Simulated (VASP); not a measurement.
Wanted: the native input for a VASP 6.6.1 run.

* Task: single point
* Functional: r2SCAN
* Potentials or basis: VASP PAW PBE potentials, release 64 (Li_sv, B, C)
* Cutoff: 520 eV
* k mesh: 15 × 15 × 5
* Occupations: methfessel-paxton, width 0.02 eV
* Spin: no spin polarisation
* Dipole correction: no
* Further INCAR settings: ALGO = Normal; EDIFF = 1e-06; NBANDS = 16

The system is LiB2C2.

```
Li B C
1.0
     2.71464    0.00000    0.00000
    -1.35732    2.35095    0.00000
     0.00000    0.00000    7.11805
Li B C
1 2 2
Direct
  0.00000 0.00000 0.50000
  0.33333 0.66667 0.74981
  0.66667 0.33333 0.25019
  0.33333 0.66667 0.25822
  0.66667 0.33333 0.74178
```

These files were run (other wordings do the same):

POSCAR

```
LiB2C2
1.0
    2.7146400000      0.0000000000      0.0000000000
   -1.3573200000      2.3509500000      0.0000000000
    0.0000000000      0.0000000000      7.1180500000
Li B C
1 2 2
Direct
    0.0000000000      0.0000000000      0.5000000000
    0.3333333333      0.6666666667      0.7498100000
    0.6666666667      0.3333333333      0.2501900000
    0.3333333333      0.6666666667      0.2582200000
    0.6666666667      0.3333333333      0.7417800000
```

INCAR.step1

```
PREC = Accurate ; ENCUT = 520
ISMEAR = 1 ; SIGMA = 0.02
LREAL = False ; LASPH = True
NELM = 100 ; NBANDS = 16
GGA = PE ; ALGO = Normal
EDIFF = 1E-4 ; LWAVE = True
LCHARG = False
```

INCAR.step2

```
PREC = Accurate ; ENCUT = 520
EDIFF = 1E-6 ; ISMEAR = 1
SIGMA = 0.02 ; LREAL = False
LASPH = True ; NELM = 100
ALGO = Normal ; ISIF = 2
LWAVE = False ; LCHARG = True
METAGGA = R2SCAN ; LMIXTAU = True
LELF = True ; LVHAR = True
NBANDS = 16 ; ISTART = 1
```

KPOINTS

```
Automatic mesh
0
Gamma
  15 15 5
```

Potentials or basis: VASP PAW PBE potentials, release 64 (Li_sv, B, C).

Launch:

```sh
$ cat potpaw_PBE.64/Li_sv/POTCAR potpaw_PBE.64/B/POTCAR potpaw_PBE.64/C/POTCAR > POTCAR
$ cp INCAR.step1 INCAR
$ mpirun -np 1 vasp_std > vasp.out
$ cp INCAR.step2 INCAR
$ mpirun -np 1 vasp_std > vasp.out
```

It gave:

| Property | Result |
| --- | --- |
| Largest force | 0.078 eV/Å |
| Band gap on the k mesh | zero (an odd number of electrons rules out a gap without spin polarisation) |

Caveat: the PAW data sets were made with another functional, which shifts forces and pressure a little.

Wall time 6 min on 1 thread of Oxide Virtual Turin-like Processor (shared host), peak memory 0.18 GiB.
